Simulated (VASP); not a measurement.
# Li (I4_1/amd) in VASP: relaxation of cell and atoms with revPBE

Aim: the relaxation of cell and atoms of Li with revPBE.

Everything below comes from runs of VASP 6.6.1. Logs are shortened: lines on timing, memory, paths and dates and some standing lists are left out, and cuts for length are marked.

## (1) The cell of the first run

It takes space group I4_1/amd (No. 141, tetragonal). The conventional cell has a = 5.498 Å, b = 5.498 Å, c = 3.002 Å, α = 90.00°, β = 90.00°, γ = 90.00°. Within 3.8 Å of Li (site symmetry -4m2) lie 10 Li at 2.85 to 3.55 Å.

## (2) Relaxation of cell and atoms, revPBE

INCAR

```
SYSTEM = Li
PREC     = Accurate       ! precision mode
ENCUT    = 600            ! plane-wave cutoff, eV
EDIFF    = 1E-6           ! SCF threshold, eV
ISMEAR   = -1             ! smearing method
SIGMA    = 0.1            ! smearing width, eV
LREAL    = .False.        ! projectors in reciprocal space
LASPH    = .True.         ! aspherical terms in the spheres
NELM     = 80             ! most SCF steps
ALGO     = Normal         ! electronic algorithm
ISIF     = 3              ! what is computed and relaxed
LWAVE    = .False.        ! write WAVECAR
LCHARG   = .False.        ! write CHGCAR
GGA      = RE             ! functional
IBRION   = 2              ! ionic algorithm
NSW      = 80             ! ionic steps
EDIFFG   = -0.01          ! ionic threshold
ISYM     = 0
```

KPOINTS

```
regular mesh
0
Gamma
  12 12 8
  0 0 0
```

POSCAR

```
Li
1.0
   -2.7491560018      2.7491560018      1.5010391770
    2.7491560018     -2.7491560018      1.5010391770
    2.7491560018      2.7491560018     -1.5010391770
Li
2
Direct
    0.0000000000      0.0000000000      0.0000000000
    0.7500000000      0.2500000000      0.5000000000
```

Potentials or basis: VASP PAW PBE potentials, release 64 (Li_sv).

On the command line:

```console
$ cat potpaw_PBE.64/Li_sv/POTCAR > POTCAR
$ mpirun -np 1 vasp_std > vasp.out
```

OUTCAR:

```text
SYSTEM = Li
   PREC = Accurate
   ENCUT = 600
   EDIFF = 1E-6
   ISMEAR = -1
   LREAL = .False.
   LASPH = .True.
   NELM = 80
   ISIF = 3
   GGA = RE
   IBRION = 2
   NSW = 80
   EDIFFG = -0.01
   ISYM = 0

 ion  position               nearest neighbor table
   1  0.000  0.000  0.000-
   2  0.750  0.250  0.500-

IMPORTANT INFORMATION: All symmetrisations will be switched off!
NOSYMM: (Re-)initialisation of all symmetry stuff for point group C_1.

----------------------------------------------------------------------------------------

                                     Primitive cell

  volume of cell :      45.3786

  direct lattice vectors                    reciprocal lattice vectors
    -2.749156002  2.749156002  1.501039177     0.000000000  0.181874000  0.333102565
     2.749156002 -2.749156002  1.501039177     0.181874000  0.000000000  0.333102565
     2.749156002  2.749156002 -1.501039177     0.181874000  0.181874000  0.000000000

  length of vectors
     4.167593557  4.167593557  4.167593557     0.379520053  0.379520053  0.257208678

  position of ions in fractional coordinates (direct lattice)
     0.000000000  0.000000000  0.000000000
     0.750000000  0.250000000  0.500000000

  ion indices of the primitive-cell ions
   primitive index   ion index
                 1           1
                 2           2

----------------------------------------------------------------------------------------

 KPOINTS: regular mesh

Automatic generation of k-mesh.
 Grid dimensions read from file:
 generate k-points for:   12   12    8

 Generating k-lattice:

  Cartesian coordinates                     Fractional coordinates (reciprocal lattice)
     0.000000000  0.015156167  0.027758547     0.083333333  0.000000000  0.000000000
     0.015156167  0.000000000  0.027758547     0.000000000  0.083333333  0.000000000
     0.022734250  0.022734250  0.000000000     0.000000000  0.000000000  0.125000000

  Length of vectors
     0.031626671  0.031626671  0.032151085

  Shift w.r.t. Gamma in fractional coordinates (k-lattice)
     0.000000000  0.000000000  0.000000000

 -----------------------------------------------------------------------------
|                                                                             |
|           W    W    AA    RRRRR   N    N  II  N    N   GGGG   !!!           |
|           W    W   A  A   R    R  NN   N  II  NN   N  G    G  !!!           |
|           W    W  A    A  R    R  N N  N  II  N N  N  G       !!!           |
|           W WW W  AAAAAA  RRRRR   N  N N  II  N  N N  G  GGG   !            |
|           WW  WW  A    A  R   R   N   NN  II  N   NN  G    G                |
|           W    W  A    A  R    R  N    N  II  N    N   GGGG   !!!           |
|                                                                             |
|     Your reciprocal lattice and k-lattice belong to different lattice       |
|     classes:                                                                |
|                                                                             |
|        The reciprocal lattice is body-centered tetragonal,                  |
|        whereas your k-lattice is base-centered monoclinic.                  |
|                                                                             |
|     Results are often still useful ...                                      |
|                                                                             |
 -----------------------------------------------------------------------------

 WARNING: IBZKPT: internal override: KBLOWUP is changed to .FALSE.
      ... skipping the blow-up phase ...

 Subroutine IBZKPT returns following result:
 ===========================================

 Found    580 irreducible k-points:

 Following reciprocal coordinates:
            Coordinates               Weight
  0.000000  0.000000  0.000000      1.000000
  0.083333  0.000000  0.000000      2.000000
  0.166667  0.000000  0.000000      2.000000
  0.250000  0.000000  0.000000      2.000000
  0.333333 -0.000000  0.000000      2.000000
  0.416667  0.000000  0.000000      2.000000
[... 16 lines left out ...]
  0.250000  0.166667  0.000000      2.000000
  0.333333  0.166667  0.000000      2.000000
 [... further k-points ...]
   k-points           NKPTS =    580   k-points in BZ     NKDIM =    580   number of bands    NBANDS=      7
   number of dos      NEDOS =    301   number of ions     NIONS =      2
   total plane-waves  NPLWV =  46656
   dimension x,y,z NGX =    36 NGY =   36 NGZ =   36
   dimension x,y,z NGXF=    72 NGYF=   72 NGZF=   72
   ions per type =               2
   NGX,Y,Z   is equivalent  to a cutoff of  14.36, 14.36, 14.36 a.u.
   NGXF,Y,Z  is equivalent  to a cutoff of  28.72, 28.72, 28.72 a.u.
 SYSTEM =  Li
   PREC   = accura    normal or accurate (medium, high low for compatibility)
   ISTART =      0    job   : 0-new  1-cont  2-samecut
   ICHARG =      2    charge: 1-file 2-atom 10-const
   ISPIN  =      1    spin polarized calculation?
   LNONCOLLINEAR =      F non collinear calculations
   LSORBIT =      F    spin-orbit coupling
   LASPH  =      T    aspherical Exc in radial PAW
   ENCUT  =  600.0 eV  44.10 Ry    6.64 a.u.   8.32  8.32  8.32*2*pi/ulx,y,z
   NELM   =     80;   NELMIN=  2; NELMDL= -5     # of ELM steps
   EDIFF  = 0.1E-05   stopping-criterion for ELM
   LREAL  =      F    real-space projection
   EDIFFG = -.1E-01   stopping-criterion for IOM
   NSW    =     80    number of steps for IOM
   IBRION =      2    ionic relax: 0-MD 1-quasi-New 2-CG
   NFREE  =      1    steps in history (QN), initial steepest desc. (CG)
   ISIF   =      3    stress and relaxation
   ISYM   =      0    0-nonsym 1-usesym 2-fastsym
   POTIM  = 0.5000    time-step for ionic-motion
   TEBEG  =    0.0;   TEEND  =   0.0 temperature during run
   PSTRESS=    0.0 pullay stress
   NELECT =       6.0000    total number of electrons
   NUPDOWN=      -1.0000    fix difference up-down
   EMIN   =  10.00;   EMAX   =-10.00  energy-range for DOS
   EFERMI =   0.00;   METHOD = LEGACY
   ISMEAR =    -1;   SIGMA  =   0.10  broadening in eV -4-tet -1-fermi 0-gaus
   EFERMI_NEDOS =   21; number of points for ismear=-14 and -15
   IALGO  =     38    algorithm
   IMIX   =      4    mixing-type and parameters
     AMIX     =   0.40;   BMIX     =  1.00
     AMIX_MAG =   1.60;   BMIX_MAG =  1.00
  volume/ion in A,a.u.               =      22.69       153.11
  Fermi-wavevector in a.u.,A,eV,Ry     =   0.834017  1.576064  9.464003  0.695585
  Thomas-Fermi vector in A             =   1.947338
   LORBIT       =      0    0 simple, 1 ext, 2 COOP (PROOUT), +10 PAW based schemes
   GGA     = RE    functional components
   LHFCALC =     F    Hartree Fock is set to
   AEXX    =    0.0000 exact exchange contribution
   IVDW    =     0    specifies the selected vdW correction
   LEPSILON=     F    determine dielectric tensor
   LRPA    =     F    only Hartree local field effects (RPA)
 conjugate gradient relaxation of ions
 non-spin polarized calculation
  energy-cutoff  :      600.00
  volume of cell :       45.38
 maximum number of plane-waves:      1533
 NGX is ok and might be reduce to    36
   NGX = 17   NGY = 17   NGZ = 17

--------------------------------------- Ionic step        1  -------------------------------------------

 number of electron       6.0000006 magnetization

 Free energy of the ion-electron system (eV)
  ---------------------------------------------------
  ext. energy  EPLUGINS =         0.00000000
  ---------------------------------------------------
  free energy    TOTEN  =        -3.48233672 eV

  energy without entropy =       -3.44991001  energy(sigma->0) =       -3.46612337

------------------------ aborting loop because EDIFF is reached ----------------------------------------

  FORCE on cell =-STRESS in cart. coord.  units (eV):
  Direction    XX          YY          ZZ          XY          YZ          ZX
  --------------------------------------------------------------------------------------
  -------------------------------------------------------------------------------------
  Total       -0.2130712     -0.2130711     -0.2734461      0.0042442     -0.0018655     -0.0018649
  in kB       -7.5228880     -7.5228842     -9.6545399      0.1498483     -0.0658664     -0.0658422
  external PRESSURE =      -8.2334373 kB  Pullay stress =       0.0000000 kB
[... 93 lines left out ...]
  energy  without entropy=       -3.4600078715  energy(sigma->0) =       -3.47580385

--------------------------------------- Ionic step        4  -------------------------------------------

 number of electron       6.0000002 magnetization

 Free energy of the ion-electron system (eV)
  ---------------------------------------------------
  ext. energy  EPLUGINS =         0.00000000
  ---------------------------------------------------
  free energy    TOTEN  =        -3.49200740 eV

  energy without entropy =       -3.46063943  energy(sigma->0) =       -3.47632342

 E-fermi :   0.5551     XC(G=0):  -6.8858

 val. band max:        0.5527826555   @ k =  -0.0833  -0.4167   0.1250
 cond. band min:       0.5561519790   @ k =  -0.4167  -0.4167   0.3750
 fundamental gap:      0.0033693235
 Fermi energy:         0.5550836449

 k-point     1 :       0.0000    0.0000    0.0000
  band No.  band energies     occupation
      1     -46.2942      2.00000
      2     -46.2591      2.00000
      3      -2.9118      2.00000
      4       4.2240      0.00000
      5       4.2418      0.00000
      6       6.5667      0.00000
      7       9.0814      0.00000
[... 221 lines left out ...]
 k-point    24 :       0.3333    0.1667    0.0000
  band No.  band energies     occupation
      1     -46.2738      2.00000
      2     -46.2589      2.00000
      3       0.7034      0.36997
      4       2.8454      0.00000
      5       4.2354      0.00000
      6       5.0952      0.00000
      7       7.7315      0.00000

 [... further k-points ...]

------------------------ aborting loop because EDIFF is reached ----------------------------------------

  FORCE on cell =-STRESS in cart. coord.  units (eV):
  Direction    XX          YY          ZZ          XY          YZ          ZX
  --------------------------------------------------------------------------------------
  -------------------------------------------------------------------------------------
  Total        0.0012385      0.0012401      0.0055061      0.0072671     -0.0012775     -0.0012754
  in kB        0.0474012      0.0474599      0.2107289      0.2781286     -0.0488911     -0.0488128
  external PRESSURE =       0.1018633 kB  Pullay stress =       0.0000000 kB
[... 17 lines left out ...]
  FREE ENERGIE OF THE ION-ELECTRON SYSTEM (eV)
  ---------------------------------------------------
  free  energy   TOTEN  =        -3.4920074011 eV

  energy  without entropy=       -3.4606394302  energy(sigma->0) =       -3.47632342

 reached required accuracy - stopping structural energy minimisation
```

Wall time 20 min (1 thread of AMD EPYC 7R13, shared host); peak memory 0.31 GiB.

Results:

| Quantity | Value |
| --- | --- |
| Free energy | -3.4920 eV |
| Relaxed volume | 20.93 Å³/atom |
| Relaxed cell | a = 4.061 Å, b = 4.061 Å, c = 4.066 Å, α = 97.37°, β = 97.37°, γ = 138.03° |
| Space group after relaxing (to 0.1 Å) | I4_1/amd (No. 141) |
| Energy gained by relaxing | 4.8 meV/atom |
| Ionic steps | 4 |
| Pressure after relaxing | 0.0 GPa |
| Band gap on the k mesh | zero (bands 3 and 4 overlap by 2.78 eV) |

Step by step:
| step | energy change (eV) | largest force (eV/Å) | pressure (GPa) | volume (Å³) |
| --- | --- | --- | --- | --- |
| 1 | 0.0000 | 0.0002 | -0.82 | 45.38 |
| 2 | -0.0036 | 0.0003 | -0.67 | 44.62 |
| 3 | -0.0093 | 0.0005 | -0.19 | 42.58 |
| 4 | -0.0097 | 0.0006 | 0.01 | 41.86 |

Final structure:
```yaml
crystal:
  lattice:
    - [-2.68154, 2.68090, 1.45436]
    - [2.68090, -2.68154, 1.45437]
    - [2.68419, 2.68419, -1.45553]
  atoms:
    - { symbol: Li, position: [0.99999, 0.00001, 0.00000] }
    - { symbol: Li, position: [0.75001, 0.24999, 0.50000] }
```

Caveat: the cutoff is under 1.25 times the usual one of these potentials, so pressure, stress and relaxed cells hold a basis-set (Pulay) error; the PAW data sets were made with another functional, which shifts forces and pressure a little.
